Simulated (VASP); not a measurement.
Input of a VASP 6.6.1 run:

Contents of INCAR:

```
SYSTEM = Li
ALGO = Normal
EDIFF = 1E-6
EDIFFG = -0.01
ENCUT = 600
GGA = PE
IBRION = 2
ISIF = 3
ISMEAR = 0
LASPH = .TRUE.
LCHARG = .FALSE.
LREAL = .FALSE.
LWAVE = .FALSE.
NELM = 100
NSW = 100
PREC = Accurate
SIGMA = 0.1
```

KPOINTS

```
k-points
0
G
  6 6 10
  0 0 0
```

File POSCAR:

```
Li
1.0
    6.2266653100      0.0000000000      0.0000000000
   -3.1133326500      5.3924503400      0.0000000000
    0.0000000000      0.0000000000      3.6176304700
Li
6
Direct
    0.1912880200      0.8087119800      0.2500000000
    0.1912880200      0.3825760300      0.2500000000
    0.6174239700      0.8087119800      0.2500000000
    0.8087119800      0.1912880200      0.7500000000
    0.8087119800      0.6174239700      0.7500000000
    0.3825760300      0.1912880200      0.7500000000
```

Potentials or basis: VASP PAW PBE potentials, release 64 (Li_sv).

Run with:

```console
$ cat potpaw_PBE.64/Li_sv/POTCAR > POTCAR
$ mpirun -np 1 vasp_std > vasp.out
```

Q: Predict the relaxed volume.

A: 20.72 Å³/atom.

Q: Estimate the space group after relaxing (to 0.05 Å).

A: P6_3/mmc (No. 194).

Q: Predict the band gap on the k mesh.

A: Zero (band 9 reaches 2.32 eV, above the bottom of band 10 at -0.48 eV).

The path:
```tsv
step	energy change (eV)	largest force (eV/Å)	pressure (GPa)	volume (Å³)
1	0.0000	0.2228	0.49	121.47
2	-0.0561	0.1133	0.32	122.54
3	-0.1320	0.1641	0.02	125.45
4	-0.1328	0.1897	0.00	125.74
5	-0.1556	0.1952	-0.06	126.12
6	-0.2219	0.1910	-0.18	127.07
7	-0.2719	0.1730	-0.34	128.15
8	-0.2771	0.1776	-0.31	127.95
9	-0.3112	0.0535	-0.11	125.55
10	-0.3142	0.0011	-0.01	124.62
11	-0.3142	0.0027	-0.01	124.68
12	-0.3151	0.0031	0.02	124.35
```

Caveat: the cutoff is under 1.25 times the usual one of these potentials, so pressure, stress and relaxed cells hold a basis-set (Pulay) error.
